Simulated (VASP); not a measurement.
A run of VASP 6.6.1:

Contents of INCAR:

```
SYSTEM = B
PREC = Accurate
ENCUT = 520
EDIFF = 1E-6
ISMEAR = 0
SIGMA = 0.1
LREAL = .FALSE.
LASPH = .TRUE.
NELM = 60
ALGO = Normal
ISIF = 2
LWAVE = .FALSE.
LCHARG = .TRUE.
GGA = PE
LELF = .TRUE.
LVHAR = .TRUE.
NBANDS = 18
```

File KPOINTS:

```
Automatic mesh
0
G
  6 6 6
  0 0 0
```

File POSCAR:

```
B
1.0
    3.5645029618      0.0000000000      0.0000000000
    0.0000000000      3.8743370540      0.0000000000
   -1.5988737185      0.0000000000      3.5246985930
B
6
Direct
    0.0000000000      0.0000000000      0.0000000000
    0.0000000000      0.5000000000      0.5000000000
    0.4250000000      0.3600000000      0.2650000000
    0.5750000000      0.8600000000      0.2350000000
    0.5750000000      0.6400000000      0.7350000000
    0.4250000000      0.1400000000      0.7650000000
```

Potentials or basis: VASP PAW PBE potentials, release 64 (B).

Command:

```bash
$ cat potpaw_PBE.64/B/POTCAR > POTCAR
$ mpirun -np 1 vasp_std > vasp.out
```

Hardware: 1 thread of AMD EPYC 7R13, with other jobs on the host.

Problem. How long does it take, and how much memory?

Solution. Wall time 2.1 min on 1 thread of AMD EPYC 7R13 (shared host), peak memory 0.16 GiB. Counts: scf iterations 11, k points 80.
